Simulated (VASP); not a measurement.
# CoO (I4/mmm) in VASP: further runs, part 3 of 3

VASP 6.6.1. Earlier steps stand in the parts before.

### 6 Single point, PBE, collinear spin, ferromagnetic start

The input, INCAR:

```
SYSTEM = CoO
ALGO     = Normal         ! electronic algorithm
EDIFF    = 1E-6           ! SCF threshold, eV
ENCUT    = 520            ! plane-wave cutoff, eV
GGA      = PE             ! functional
ISIF     = 2              ! what is computed and relaxed
ISMEAR   = -1             ! smearing method
ISPIN    = 2              ! spin polarisation
LASPH    = .TRUE.         ! aspherical terms in the spheres
LCHARG   = .FALSE.        ! write CHGCAR
LMAXMIX  = 4              ! l up to which the mixer works
LORBIT   = 11             ! projections on sites
LREAL    = .FALSE.        ! projectors in reciprocal space
LWAVE    = .FALSE.        ! write WAVECAR
MAGMOM   = 3 0            ! initial moments
NBANDS   = 18             ! bands
NELM     = 150            ! most SCF steps
NUPDOWN  = 3.0            ! fixed moment
PREC     = Accurate       ! precision mode
SIGMA    = 0.05           ! smearing width, eV
```

The input, KPOINTS:

```
k-points
0
G
  10 10 10
  0 0 0
```

The input, POSCAR:

```
CoO
1.0
   -1.5080000000      1.5080000000      2.1072475377
    1.5080000000     -1.5080000000      2.1072475377
    1.5080000000      1.5080000000     -2.1072475377
Co O
1 1
Direct
    0.0000000000      0.0000000000      0.0000000000
    0.5000000000      0.5000000000      0.0000000000
```

Potentials or basis: VASP PAW PBE potentials, release 64 (Co, O).

Run with:

```bash
$ cat potpaw_PBE.64/Co/POTCAR potpaw_PBE.64/O/POTCAR > POTCAR
$ mpirun -np 1 vasp_std > vasp.out
```

OUTCAR:

```text
SYSTEM = CoO
   EDIFF = 1E-6
   ENCUT = 520
   GGA = PE
   ISIF = 2
   ISMEAR = -1
   ISPIN = 2
   LASPH = .TRUE.
   LORBIT = 11
   LREAL = .FALSE.
   NELM = 150
   NUPDOWN = 3.0
   PREC = Accurate

 ion  position               nearest neighbor table
   1  0.000  0.000  0.000-   2 2.11   2 2.11   2 2.13   2 2.13   2 2.13   2 2.13
   2  0.500  0.500  0.000-   1 2.11   1 2.11   1 2.13   1 2.13   1 2.13   1 2.13

  LATTYP: Found a body centered tetragonal cell.
 ALAT       =     3.0160000000
 C/A-ratio  =     1.3973790038

  Lattice vectors:

 A1 = (  -1.5080000000,   1.5080000000,   2.1072475377)
 A2 = (   1.5080000000,  -1.5080000000,   2.1072475377)
 A3 = (   1.5080000000,   1.5080000000,  -2.1072475377)

Analysis of symmetry for initial positions (statically):
=====================================================================
 Subroutine PRICEL returns:
 Original cell was already a primitive cell.

 Routine SETGRP: Setting up the symmetry group for a
 body centered tetragonal supercell.

 Subroutine GETGRP returns: Found 16 space group operations
 (whereof 16 operations were pure point group operations)
 out of a pool of 16 trial point group operations.

The static configuration has the point symmetry D_4h.

Analysis of symmetry for dynamics (positions and initial velocities):
=====================================================================
 Subroutine PRICEL returns:
 Original cell was already a primitive cell.

 Routine SETGRP: Setting up the symmetry group for a
 body centered tetragonal supercell.

 Subroutine GETGRP returns: Found 16 space group operations
 (whereof 16 operations were pure point group operations)
 out of a pool of 16 trial point group operations.

The dynamic configuration has the point symmetry D_4h.

Analysis of structural, dynamic, and magnetic symmetry:
=====================================================================
 Subroutine PRICEL returns:
 Original cell was already a primitive cell.

 Routine SETGRP: Setting up the symmetry group for a
 body centered tetragonal supercell.

 Subroutine GETGRP returns: Found 16 space group operations
 (whereof 16 operations were pure point group operations)
 out of a pool of 16 trial point group operations.

The overall configuration has the point symmetry D_4h.

 Subroutine INISYM returns: Found 16 space group operations
 (whereof 16 operations are pure point group operations),
 and found     1 'primitive' translations

----------------------------------------------------------------------------------------

                                     Primitive cell

  volume of cell :      19.1681

  direct lattice vectors                    reciprocal lattice vectors
    -1.508000000  1.508000000  2.107247538     0.000000000  0.331564987  0.237276348
     1.508000000 -1.508000000  2.107247538     0.331564987  0.000000000  0.237276348
     1.508000000  1.508000000 -2.107247538     0.331564987  0.331564987  0.000000000

  length of vectors
     2.998102764  2.998102764  2.998102764     0.407719764  0.407719764  0.468903701

  position of ions in fractional coordinates (direct lattice)
     0.000000000  0.000000000  0.000000000
     0.500000000  0.500000000  0.000000000

  ion indices of the primitive-cell ions
   primitive index   ion index
                 1           1
                 2           2

[... 64 lines left out ...]
   ICHARG =      2    charge: 1-file 2-atom 10-const
   ISPIN  =      2    spin polarized calculation?
   LNONCOLLINEAR =      F non collinear calculations
   LSORBIT =      F    spin-orbit coupling
   LASPH  =      T    aspherical Exc in radial PAW
   ENCUT  =  520.0 eV  38.22 Ry    6.18 a.u.   5.57  5.57  5.57*2*pi/ulx,y,z
   NELM   =    150;   NELMIN=  2; NELMDL= -5     # of ELM steps
   EDIFF  = 0.1E-05   stopping-criterion for ELM
   LREAL  =      F    real-space projection
   EDIFFG = 0.1E-04   stopping-criterion for IOM
   NSW    =      0    number of steps for IOM
   IBRION =     -1    ionic relax: 0-MD 1-quasi-New 2-CG
   NFREE  =      0    steps in history (QN), initial steepest desc. (CG)
   ISIF   =      2    stress and relaxation
   ISYM   =      2    0-nonsym 1-usesym 2-fastsym
   POTIM  = 0.5000    time-step for ionic-motion
   TEBEG  =    0.0;   TEEND  =   0.0 temperature during run
   PSTRESS=    0.0 pullay stress
   NELECT =      15.0000    total number of electrons
   NUPDOWN=       3.0000    fix difference up-down
   EMIN   =  10.00;   EMAX   =-10.00  energy-range for DOS
   EFERMI =   0.00;   METHOD = LEGACY
   ISMEAR =    -1;   SIGMA  =   0.05  broadening in eV -4-tet -1-fermi 0-gaus
   EFERMI_NEDOS =   21; number of points for ismear=-14 and -15
   IALGO  =     38    algorithm
   IMIX   =      4    mixing-type and parameters
     AMIX     =   0.40;   BMIX     =  1.00
     AMIX_MAG =   1.60;   BMIX_MAG =  1.00
  volume/ion in A,a.u.               =       9.58        64.68
  Fermi-wavevector in a.u.,A,eV,Ry     =   1.508618  2.850874 30.965868  2.275927
  Thomas-Fermi vector in A             =   2.619048
   LORBIT       =     11    0 simple, 1 ext, 2 COOP (PROOUT), +10 PAW based schemes
   GGA     = PE    functional components
   LHFCALC =     F    Hartree Fock is set to
   AEXX    =    0.0000 exact exchange contribution
   IVDW    =     0    specifies the selected vdW correction
   LEPSILON=     F    determine dielectric tensor
   LRPA    =     F    only Hartree local field effects (RPA)
 spin polarized calculation
  energy-cutoff  :      520.00
  volume of cell :       19.17
 maximum number of plane-waves:       533
 NGX is ok and might be reduce to    24
   NGX = 11   NGY = 11   NGZ = 11

 number of electron      15.0000006 magnetization       3.0000001

 Free energy of the ion-electron system (eV)
  ---------------------------------------------------
  ext. energy  EPLUGINS =         0.00000000
  ---------------------------------------------------
  free energy    TOTEN  =       -13.05890136 eV

  energy without entropy =      -13.02881841  energy(sigma->0) =      -13.04385989

 E-fermi :   8.0061     XC(G=0): -12.4538

 val. band max:        8.1549994526   @ k =   0.5000   0.0000  -0.0000
 cond. band min:       8.0068984425   @ k =   0.2000   0.1000   0.1000
 fundamental gap:     -0.1481010101
 Fermi energy:         8.6738080123

 spin component 1

 k-point     1 :       0.0000    0.0000    0.0000
  band No.  band energies     occupation
      1     -12.2272      1.00000
      2       4.6841      1.00000
      3       4.6977      1.00000
      4       4.8281      1.00000
      5       4.8281      1.00000
      6       4.8632      1.00000
[... 493 lines left out ...]
     17      36.8582      0.00000
     18      38.5350      0.00000

 [... further k-points ...]

 spin component 2

 k-point     1 :       0.0000    0.0000    0.0000
  band No.  band energies     occupation
      1     -11.6795      1.00000
      2       5.4696      1.00000
      3       5.5226      1.00000
      4       5.5226      1.00000
      5       6.8951      1.00000
      6       6.8952      1.00000
[... 493 lines left out ...]
     17      37.4771      0.00000
     18      39.2621      0.00000

 [... further k-points ...]

------------------------ aborting loop because EDIFF is reached ----------------------------------------

  FORCE on cell =-STRESS in cart. coord.  units (eV):
  Direction    XX          YY          ZZ          XY          YZ          ZX
  --------------------------------------------------------------------------------------
  -------------------------------------------------------------------------------------
  Total        0.0227649      0.0227649      0.0983588      0.0000000     -0.0000000      0.0000000
  in kB        1.9028196      1.9028196      8.2213983      0.0000000     -0.0000000      0.0000000
  external PRESSURE =       4.0090125 kB  Pullay stress =       0.0000000 kB

 VOLUME and BASIS-vectors are now :
 -----------------------------------------------------------------------------
  energy-cutoff  :      520.00
  volume of cell :       19.17
      direct lattice vectors                 reciprocal lattice vectors
    -1.508000000  1.508000000  2.107247538     0.000000000  0.331564987  0.237276348
     1.508000000 -1.508000000  2.107247538     0.331564987  0.000000000  0.237276348
     1.508000000  1.508000000 -2.107247538     0.331564987  0.331564987  0.000000000

 POSITION                                       TOTAL-FORCE (eV/Angst)
 -----------------------------------------------------------------------------------
      0.00000      0.00000      0.00000        -0.000000      0.000000      0.000000
      0.00000      0.00000      2.10725         0.000000     -0.000000      0.000000
 -----------------------------------------------------------------------------------
    total drift:                               -0.000000      0.000000     -0.000000

  FREE ENERGIE OF THE ION-ELECTRON SYSTEM (eV)
  ---------------------------------------------------
  free  energy   TOTEN  =       -13.0589013644 eV

  energy  without entropy=      -13.0288184100  energy(sigma->0) =      -13.04385989

 total charge

# of ion       s       p       d       tot
------------------------------------------
    1        0.297   0.363   7.139   7.799
    2        1.555   3.433   0.000   4.988
--------------------------------------------------
tot          1.852   3.796   7.139  12.788

 magnetization (x)

# of ion       s       p       d       tot
------------------------------------------
    1        0.020   0.018   2.580   2.618
    2        0.029   0.299   0.000   0.329
--------------------------------------------------
tot          0.050   0.317   2.580   2.947
```

Run time: 46 s. Hardware: 1 thread of Intel Xeon Platinum 8488C (Sapphire Rapids), shared host; peak memory 0.18 GiB.

What came out:

```yaml
Free_energy: -13.0589 eV
Pressure: 0.4 GPa
Net_moment: 3.00 μB per cell
Site_moments: Co +2.62; O +0.33 μB
Valence_electrons_inside_the_program's_atomic_spheres: Co 7.80; O 4.99
```

Caveat: the total moment is fixed, so each spin has its own Fermi level and the state may be an excited one; a cell with one magnetic atom can't hold antiferromagnetic order, which such compounds often take.

### 7 The runs side by side

| fixed moment (μB) | pressure (GPa) | moment (μB) |
| --- | --- | --- |
| 1.0 | -14.3 | 1.00 |
| 1.5 | -11.3 | 1.50 |
| 2.0 | -7.9 | 2.00 |
| 2.5 | -3.9 | 2.50 |
| 3.0 | 0.4 | 3.00 |

Alike in all rows: task single point; level PBE; potentials or basis VASP PAW PBE potentials, release 64 (Co, O); spin collinear, ferromagnetic start; cell as given; k mesh 10 × 10 × 10; cutoff (eV) 520; smearing fermi-dirac 0.05 eV.

Caveats: the total moment is fixed, so each spin has its own Fermi level and the state may be an excited one; a cell with one magnetic atom can't hold antiferromagnetic order, which such compounds often take; the cell stands under tension (at least some runs).

Total energies depend on the potentials used, so only differences within one code and one set of settings carry meaning.
